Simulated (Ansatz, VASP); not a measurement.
**Two plane-wave programs on CdTe**

```
Te Cd
1.0
     0.00000    3.20500    3.20500
     3.20500    0.00000    3.20500
     3.20500    3.20500    0.00000
Te Cd
1 1
Direct
  0.75000 0.75000 0.75000
  0.00000 0.00000 0.00000
```

Alike in both runs: task single point; functional PBE-based screened hybrid; k mesh 4 × 4 × 4; occupations fermi-dirac, width 0.05 eV; no spin polarisation.

```csv
,VASP,Ansatz
version,VASP 6.6.1,Ansatz 0.2.0
potentials or method,"VASP PAW PBE potentials, release 64 (Te, Cd)",Ansatz PAW
plane-wave cutoff (eV),520,420
valence electrons in the cell,18,36
```

VASP gave:

```
gap on the k mesh at the Fermi level (eV) : 1.34
least direct gap on the mesh (eV)         : 1.34
pressure (GPa)                            : 4.0
```

Problem. What did Ansatz give for the same quantities?

Solution. gap on the k mesh at the Fermi level (eV): 1.39; least direct gap on the mesh (eV): 1.39; pressure (GPa): 3.9.

VASP's potentials were made for PBE, not for PBE-based screened hybrid. With one functional, cell and mesh, what is left measures potentials, basis and numerics. VASP's potentials hold 18 valence electrons a cell and Ansatz's 36, so a difference there can come from the potentials and not from the codes.

The k mesh is coarse, so the values compare programs but aren't converged. Neither program's run includes spin-orbit coupling.
